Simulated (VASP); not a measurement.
Write the native input for VASP 6.6.1 that does the following.

| Property | Result |
| --- | --- |
| Task | single point |
| Functional | r2SCAN |
| Potentials or basis | VASP PAW PBE potentials, release 64 (Ti_sv) |
| Cutoff | 520 eV |
| k mesh | 22 × 22 × 22 |
| Occupations | gaussian, width 0.15 eV |
| Spin | no spin polarisation |
| Dipole correction | no |
| Further INCAR settings | ALGO = Normal; EDIFF = 1e-06; NBANDS = 12 |

Crystal: Ti.

```
Ti
1.0
     0.00000    2.20528    1.72012
     2.20528    0.00000    1.72012
     2.20528    2.20528    0.00000
Ti
1
Cartesian
  0.0000 0.0000 0.0000
```

This cell differs from its parent crystal: ratio of the length along z to the lengths across it x 0.78, volume and fractional coordinates fixed.

The input as run:

POSCAR

```
Ti
1.0
    0.0000000000      2.2052838839      1.7201214295
    2.2052838839      0.0000000000      1.7201214295
    2.2052838839      2.2052838839      0.0000000000
Ti
1
Direct
    0.0000000000      0.0000000000      0.0000000000
```

INCAR.step1

```
SYSTEM = Ti
  ALGO = Normal
  EDIFF = 1E-4
  ENCUT = 520
  GGA = PE
  ISMEAR = 0
  LASPH = .TRUE.
  LCHARG = .FALSE.
  LREAL = .FALSE.
  LWAVE = .TRUE.
  NBANDS = 12
  NELM = 80
  PREC = Accurate
  SIGMA = 0.15
```

INCAR.step2

```
SYSTEM = Ti
  ALGO = Normal
  EDIFF = 1E-6
  ENCUT = 520
  ISIF = 2
  ISMEAR = 0
  ISTART = 1
  LASPH = .TRUE.
  LCHARG = .FALSE.
  LMIXTAU = .TRUE.
  LREAL = .FALSE.
  LWAVE = .FALSE.
  METAGGA = R2SCAN
  NBANDS = 12
  NELM = 80
  PREC = Accurate
  SIGMA = 0.15
```

KPOINTS

```
k-points
0
G
  22 22 22
  0 0 0
```

Potentials or basis: VASP PAW PBE potentials, release 64 (Ti_sv).

Command:

```bash
$ cat potpaw_PBE.64/Ti_sv/POTCAR > POTCAR
$ cp INCAR.step1 INCAR
$ mpirun -np 1 vasp_std > vasp.out
$ cp INCAR.step2 INCAR
$ mpirun -np 1 vasp_std > vasp.out
```

It gave:

* Pressure: 4.1 GPa
* Band gap on the k mesh: zero (band 6 reaches 9.65 eV, above the bottom of band 7 at 7.84 eV)

Caveat: the PAW data sets were made with another functional, which shifts forces and pressure a little.

Wall time 8.5 min on 1 thread of Intel(R) Xeon(R) Platinum 8175M CPU @ 2.50GHz (Skylake/Cascade Lake), with other jobs on the host, peak memory 0.28 GiB.
